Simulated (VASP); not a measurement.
Here is a VASP 6.6.1 calculation.

File INCAR:

```
SYSTEM = Mg6NO6
PREC = Accurate ; ENCUT = 520
EDIFF = 1E-6 ; ISMEAR = 0
SIGMA = 0.05 ; LREAL = Auto
LASPH = .TRUE. ; NELM = 100
ALGO = Normal ; ISIF = 2
LWAVE = .FALSE. ; LCHARG = .FALSE.
LDIPOL = .TRUE. ; IDIPOL = 3
DIPOL = 0.5 0.5 0.306 ; GGA = PE
IVDW = 12 ; NBANDS = 72
```

KPOINTS

```
regular mesh
0
G
  6 6 1
  0 0 0
```

File POSCAR:

```
Mg6NO6
1.0
    5.9515779654      0.0000000000      0.0000000000
   -2.9757889827      5.1542177107      0.0000000000
    0.0000000000      0.0000000000     24.5450895495
O Mg N
12 12 2
Direct
    0.1666666667      0.3333333333      0.1629653863
    0.1666666667      0.8333333333      0.1629653863
    0.6666666667      0.3333333333      0.1629653863
    0.6666666667      0.8333333333      0.1629653863
    0.0000000000      0.0000000000      0.2619555132
    0.0000000000      0.5000000000      0.2619555132
    0.5000000000      0.0000000000      0.2619555132
    0.5000000000      0.5000000000      0.2619555132
    0.3333333333      0.1666666667      0.3629884506
    0.3333333333      0.6666666667      0.3629884506
    0.8333333333      0.1666666667      0.3629884506
    0.8333333333      0.6666666667      0.3629884506
    0.3333333333      0.1666666667      0.2124604498
    0.3333333333      0.6666666667      0.2124604498
    0.8333333333      0.1666666667      0.2124604498
    0.8333333333      0.6666666667      0.2124604498
    0.1666666667      0.3333333333      0.3075949074
    0.1666666667      0.8333333333      0.3075949074
    0.6666666667      0.3333333333      0.3075949074
    0.6666666667      0.8333333333      0.3075949074
    0.0000000000      0.0000000000      0.4092504747
    0.0000000000      0.5000000000      0.4092504747
    0.5000000000      0.0000000000      0.4092504747
    0.5000000000      0.5000000000      0.4092504747
    0.0000000000      0.0000000000      0.5274003798
    0.0000000000      0.0000000000      0.5722158610
```

Potentials or basis: VASP PAW PBE potentials, release 64 (O, Mg, N).

The run is started by

```bash
$ cat potpaw_PBE.64/O/POTCAR potpaw_PBE.64/Mg/POTCAR potpaw_PBE.64/N/POTCAR > POTCAR
$ mpirun -np 1 vasp_std > vasp.out
```

Task: Estimate the dispersion energy per atom.

Result: -0.197 eV.

Task: Predict the largest force.

Result: 2.717 eV/Å.

Task: Predict the band gap on the k mesh.

Result: Zero (bands 53 and 54 overlap by 0.50 eV).

Forces on the atoms (eV/Å):
```
O    0.000  0.001  1.300
O    0.001  0.000  1.300
O    0.000  0.000  1.296
O   -0.001  0.000  1.300
O    0.000  0.000  1.447
O   -0.010 -0.006  1.449
O    0.000  0.011  1.449
O    0.010 -0.006  1.449
O   -0.075 -0.043  0.036
O    0.000  0.000 -0.120
O    0.075 -0.043  0.036
O    0.000  0.086  0.036
Mg   0.001  0.001 -2.717
Mg   0.000  0.000 -2.716
Mg  -0.001  0.001 -2.717
Mg   0.000 -0.001 -2.717
Mg   0.000  0.026  0.020
Mg   0.023 -0.013  0.020
Mg   0.000  0.000 -0.001
Mg  -0.023 -0.013  0.020
Mg   0.000  0.000 -0.169
Mg   0.013  0.007 -0.066
Mg   0.000 -0.015 -0.066
Mg  -0.013  0.007 -0.066
N    0.000  0.000 -2.260
N    0.000  0.000  2.458
```

Caveat: the standard files for N, O and F lose accuracy on very short bonds.
